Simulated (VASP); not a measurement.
# P in VASP: further runs

Runs on P. Level: PBE. Tasks: single point.

Everything below comes from runs of VASP 6.6.1. Logs are shortened: lines on timing, memory, paths and dates and some standing lists are left out, and cuts for length are marked.

### 1 The cell of the first run

The structure is tetragonal, space group P4/mmm (No. 123). The conventional cell has a = 2.436 Å, b = 2.436 Å, c = 2.464 Å, α = 90.00°, β = 90.00°, γ = 90.00°. Within 3.2 Å of P (site symmetry 4/mmm) lie 6 P at 2.44 to 2.46 Å.

The cell was generated, and may not be a known phase.

### 2 Single point, PBE

Input file INCAR:

```
PREC = Accurate
ENCUT = 520
EDIFF = 1E-7
ISMEAR = 0
SIGMA = 0.1
LREAL = False
LASPH = True
NELM = 100
ALGO = Normal
ISIF = 2
LWAVE = False
LCHARG = False
GGA = PE
NBANDS = 8
```

Input file KPOINTS:

```
regular mesh
0
Gamma
  6 6 8
```

Input file POSCAR:

```
P
1.0
    2.4355530267      0.0000000000      0.0000000000
    0.0000000000      2.4355530267      0.0000000000
    0.0000000000      0.0000000000      2.4637819958
P
1
Direct
    0.0000000000      0.0000000000      0.0000000000
```

Potentials or basis: VASP PAW PBE potentials, release 64 (P).

The run is started by

```console
> cat potpaw_PBE.64/P/POTCAR > POTCAR
> mpirun -np 1 vasp_std > vasp.out
```

OUTCAR:

```text
PREC = Accurate
   ENCUT = 520
   EDIFF = 1E-7
   ISMEAR = 0
   LREAL = False
   LASPH = True
   NELM = 100
   ISIF = 2
   GGA = PE

 ion  position               nearest neighbor table
   1  0.000  0.000  0.000-

  LATTYP: Found a simple tetragonal cell.
 ALAT       =     2.4355530267
 C/A-ratio  =     1.0115903734

  Lattice vectors:

 A1 = (   2.4355530267,   0.0000000000,   0.0000000000)
 A2 = (   0.0000000000,   2.4355530267,   0.0000000000)
 A3 = (   0.0000000000,   0.0000000000,   2.4637819958)

Analysis of symmetry for initial positions (statically):
=====================================================================
 Subroutine PRICEL returns:
 Original cell was already a primitive cell.

 Routine SETGRP: Setting up the symmetry group for a
 simple tetragonal supercell.

 Subroutine GETGRP returns: Found 16 space group operations
 (whereof 16 operations were pure point group operations)
 out of a pool of 16 trial point group operations.

The static configuration has the point symmetry D_4h.

Analysis of symmetry for dynamics (positions and initial velocities):
=====================================================================
 Subroutine PRICEL returns:
 Original cell was already a primitive cell.

 Routine SETGRP: Setting up the symmetry group for a
 simple tetragonal supercell.

 Subroutine GETGRP returns: Found 16 space group operations
 (whereof 16 operations were pure point group operations)
 out of a pool of 16 trial point group operations.

The dynamic configuration has the point symmetry D_4h.

 Subroutine INISYM returns: Found 16 space group operations
 (whereof 16 operations are pure point group operations),
 and found     1 'primitive' translations

----------------------------------------------------------------------------------------

                                     Primitive cell

  volume of cell :      14.6150

  direct lattice vectors                    reciprocal lattice vectors
     2.435553027  0.000000000  0.000000000     0.410584368  0.000000000  0.000000000
     0.000000000  2.435553027  0.000000000     0.000000000  0.410584368  0.000000000
     0.000000000  0.000000000  2.463781996     0.000000000  0.000000000  0.405880066

  length of vectors
     2.435553027  2.435553027  2.463781996     0.410584368  0.410584368  0.405880066

[... 78 lines left out ...]
   EDIFF  = 0.1E-06   stopping-criterion for ELM
   LREAL  =      F    real-space projection
   EDIFFG = 0.1E-05   stopping-criterion for IOM
   NSW    =      0    number of steps for IOM
   IBRION =     -1    ionic relax: 0-MD 1-quasi-New 2-CG
   NFREE  =      0    steps in history (QN), initial steepest desc. (CG)
   ISIF   =      2    stress and relaxation
   ISYM   =      2    0-nonsym 1-usesym 2-fastsym
   POTIM  = 0.5000    time-step for ionic-motion
   TEBEG  =    0.0;   TEEND  =   0.0 temperature during run
   PSTRESS=    0.0 pullay stress
   NELECT =       5.0000    total number of electrons
   NUPDOWN=      -1.0000    fix difference up-down
   EMIN   =  10.00;   EMAX   =-10.00  energy-range for DOS
   EFERMI =   0.00;   METHOD = LEGACY
   ISMEAR =     0;   SIGMA  =   0.10  broadening in eV -4-tet -1-fermi 0-gaus
   EFERMI_NEDOS =   21; number of points for ismear=-14 and -15
   IALGO  =     38    algorithm
   IMIX   =      4    mixing-type and parameters
     AMIX     =   0.40;   BMIX     =  1.00
     AMIX_MAG =   1.60;   BMIX_MAG =  1.00
  volume/ion in A,a.u.               =      14.61        98.63
  Fermi-wavevector in a.u.,A,eV,Ry     =   1.144983  2.163704 17.837046  1.310986
  Thomas-Fermi vector in A             =   2.281673
   LORBIT       =      0    0 simple, 1 ext, 2 COOP (PROOUT), +10 PAW based schemes
   GGA     = PE    functional components
   LHFCALC =     F    Hartree Fock is set to
   AEXX    =    0.0000 exact exchange contribution
   IVDW    =     0    specifies the selected vdW correction
   LEPSILON=     F    determine dielectric tensor
   LRPA    =     F    only Hartree local field effects (RPA)
 non-spin polarized calculation
 Gauss-broadening in eV      SIGMA  =   0.10
  energy-cutoff  :      520.00
  volume of cell :       14.61
 maximum number of plane-waves:       409
   NGX =  9   NGY =  9   NGZ =  9

 number of electron       4.9999999 magnetization

 Free energy of the ion-electron system (eV)
  ---------------------------------------------------
  ext. energy  EPLUGINS =         0.00000000
  ---------------------------------------------------
  free energy    TOTEN  =        -5.29892770 eV

  energy without entropy =       -5.29687160  energy(sigma->0) =       -5.29789965

 E-fermi :   9.6535     XC(G=0): -11.2600

 val. band max:        9.6415887514   @ k =   0.1667   0.1667   0.1250
 cond. band min:       9.9684044085   @ k =   0.5000   0.0000   0.2500
 fundamental gap:      0.3268156571
 Fermi energy:         9.6535257525

 k-point     1 :       0.0000    0.0000    0.0000
  band No.  band energies     occupation
      1      -6.8707      2.00000
      2      14.2730      0.00000
      3      14.7513      0.00000
      4      14.7513      0.00000
      5      16.3274      0.00000
      6      16.4701      0.00000
      7      23.8418      0.00000
      8      33.8613      0.00000
[... 243 lines left out ...]
 k-point    24 :       0.5000    0.0000    0.2500
  band No.  band energies     occupation
      1      -1.1098      2.00000
      2       2.1618      2.00000
      3       9.9684      0.00001
      4      15.4980      0.00000
      5      18.5704      0.00000
      6      23.8619      0.00000
      7      25.0762      0.00000
      8      29.1824      0.00000

 [... further k-points ...]

------------------------ aborting loop because EDIFF is reached ----------------------------------------

  FORCE on cell =-STRESS in cart. coord.  units (eV):
  Direction    XX          YY          ZZ          XY          YZ          ZX
  --------------------------------------------------------------------------------------
  -------------------------------------------------------------------------------------
  Total       -0.0270109     -0.0270109     -0.0058475      0.0000000      0.0000000      0.0000000
  in kB       -2.9610994     -2.9610994     -0.6410380      0.0000000      0.0000000      0.0000000
  external PRESSURE =      -2.1877456 kB  Pullay stress =       0.0000000 kB

 VOLUME and BASIS-vectors are now :
 -----------------------------------------------------------------------------
  energy-cutoff  :      520.00
  volume of cell :       14.61
      direct lattice vectors                 reciprocal lattice vectors
     2.435553027  0.000000000  0.000000000     0.410584368  0.000000000  0.000000000
     0.000000000  2.435553027  0.000000000     0.000000000  0.410584368  0.000000000
     0.000000000  0.000000000  2.463781996     0.000000000  0.000000000  0.405880066

 POSITION                                       TOTAL-FORCE (eV/Angst)
 -----------------------------------------------------------------------------------
      0.00000      0.00000      0.00000         0.000000      0.000000      0.000000
 -----------------------------------------------------------------------------------
    total drift:                               -0.000000      0.000000      0.000000

  FREE ENERGIE OF THE ION-ELECTRON SYSTEM (eV)
  ---------------------------------------------------
  free  energy   TOTEN  =        -5.2989277005 eV

  energy  without entropy=       -5.2968716007  energy(sigma->0) =       -5.29789965
```

OSZICAR:

```text
N       E                     dE             d eps       ncg     rms          rms(c)
DAV:   1     0.286607324831E+00    0.28661E+00   -0.22139E+03   832   0.463E+02
DAV:   2    -0.524283716087E+01   -0.55294E+01   -0.52872E+01  1136   0.494E+01
DAV:   3    -0.529566651654E+01   -0.52829E-01   -0.52806E-01   984   0.521E+00
DAV:   4    -0.529574602270E+01   -0.79506E-04   -0.79507E-04  1200   0.219E-01
DAV:   5    -0.529574606935E+01   -0.46646E-07   -0.45044E-07   960   0.291E-03    0.457E+00
DAV:   6    -0.529737844368E+01   -0.16324E-02   -0.52853E-04  1080   0.216E-01    0.270E+00
DAV:   7    -0.529882347791E+01   -0.14450E-02   -0.16390E-03   896   0.368E-01    0.116E-01
DAV:   8    -0.529892307078E+01   -0.99593E-04   -0.93489E-05  1048   0.752E-02    0.819E-03
DAV:   9    -0.529892737142E+01   -0.43006E-05   -0.30698E-06  1000   0.137E-02    0.297E-03
DAV:  10    -0.529892768950E+01   -0.31808E-06   -0.69124E-07   976   0.583E-03    0.659E-04
DAV:  11    -0.529892770053E+01   -0.11024E-07   -0.86399E-09   760   0.794E-04
   1 F= -.52989277E+01 E0= -.52978997E+01  d E =-.205610E-02
```

Wall time 1.9 s (1 thread of Intel Xeon 6975P-C (Granite Rapids), shared host); peak memory 0.11 GiB.

What came out:

```
Free energy            : -5.2989 eV
Pressure               : -0.2 GPa
Band gap on the k mesh : zero (an odd number of electrons rules out a gap without spin polarisation)
```

Levels at points of the mesh, in eV from the Fermi level:
```
           k point  band 1  band 2  band 3  band 4  band 5  band 6
(0.00, 0.00, 0.00)  -16.52    4.62    5.10    5.10    6.67    6.82
(0.50, 0.00, 0.00)  -12.15   -8.70    7.48    7.95    9.32   13.98
(0.50, 0.50, 0.00)   -7.39   -5.28   -5.28    0.97   10.14   16.56
(0.00, 0.00, 0.50)  -12.37   -8.68    7.79    7.79    9.26   14.47
(0.50, 0.00, 0.50)   -7.64   -5.44   -5.23    0.95   10.44   16.83
(0.50, 0.50, 0.50)   -2.32   -2.32   -2.08   -1.76    4.53    4.69
```

Caveat: the k points lie up to 0.43 Å⁻¹ apart, too coarse for converged energies and pressures of a metal.

### 3 Single point, PBE

This run uses another cell than the first one: it holds 4 atoms, not 1.

Input file INCAR:

```
SYSTEM = P
PREC = Accurate
ENCUT = 520
EDIFF = 1E-6
ISMEAR = 0
SIGMA = 0.2
LREAL = .FALSE.
LASPH = .TRUE.
NELM = 60
ALGO = Normal
ISIF = 2
LWAVE = .FALSE.
LCHARG = .TRUE.
GGA = PE
LELF = .TRUE.
LVHAR = .TRUE.
NBANDS = 18
```

Input file KPOINTS:

```
regular mesh
0
G
  8 4 4
  0 0 0
```

Input file POSCAR:

```
P
1.0
    0.0000000000      0.0000000000      2.4446578045
    4.8893156090      0.0000000000      0.0000000000
    0.0000000000      4.8893156090      0.0000000000
P
4
Direct
    0.0000000000      0.0000000000      0.0000000000
    1.0000000000      0.0000000000      0.5000000000
    1.0000000000      0.5000000000      1.0000000000
    1.0000000000      0.5000000000      0.5000000000
```

Potentials or basis: VASP PAW PBE potentials, release 64 (P).

The run is started by

```console
> cat potpaw_PBE.64/P/POTCAR > POTCAR
> mpirun -np 1 vasp_std > vasp.out
```

Run time: 9.3 s. Hardware: 1 thread of Intel Xeon 6975P-C (Granite Rapids), shared host; peak memory 0.16 GiB.

The run converged. Its results:

```
Free energy            : -21.0011 eV
Pressure               : -0.3 GPa
Band gap on the k mesh : zero (bands 10 and 11 overlap by 7.89 eV)
```

Levels at points of the mesh, in eV from the Fermi level:
| k point | band 7 | band 8 | band 9 | band 10 | band 11 | band 12 | band 13 | band 14 |
| --- | --- | --- | --- | --- | --- | --- | --- | --- |
| (0.00, 0.00, 0.00) | -5.20 | -5.20 | 1.08 | 5.06 | 5.06 | 5.06 | 6.87 | 6.87 |
| (0.50, 0.00, 0.00) | -5.20 | -5.20 | -2.12 | -2.12 | -2.12 | -1.64 | 1.08 | 1.08 |
| (0.00, 0.50, 0.00) | -3.01 | -3.01 | 0.51 | 0.51 | 6.10 | 6.10 | 6.12 | 6.12 |
| (0.50, 0.50, 0.00) | -4.03 | -4.03 | -4.03 | -4.03 | 0.51 | 0.51 | 2.41 | 2.41 |
| (0.00, 0.50, 0.50) | -2.41 | -2.41 | -1.02 | -1.02 | -1.02 | -1.02 | 7.17 | 7.17 |
| (0.50, 0.50, 0.50) | -6.11 | -6.11 | 0.57 | 0.57 | 0.57 | 0.57 | 3.47 | 3.47 |

The gap in the log of VASP goes by the Fermi energy; the results here count the filled bands.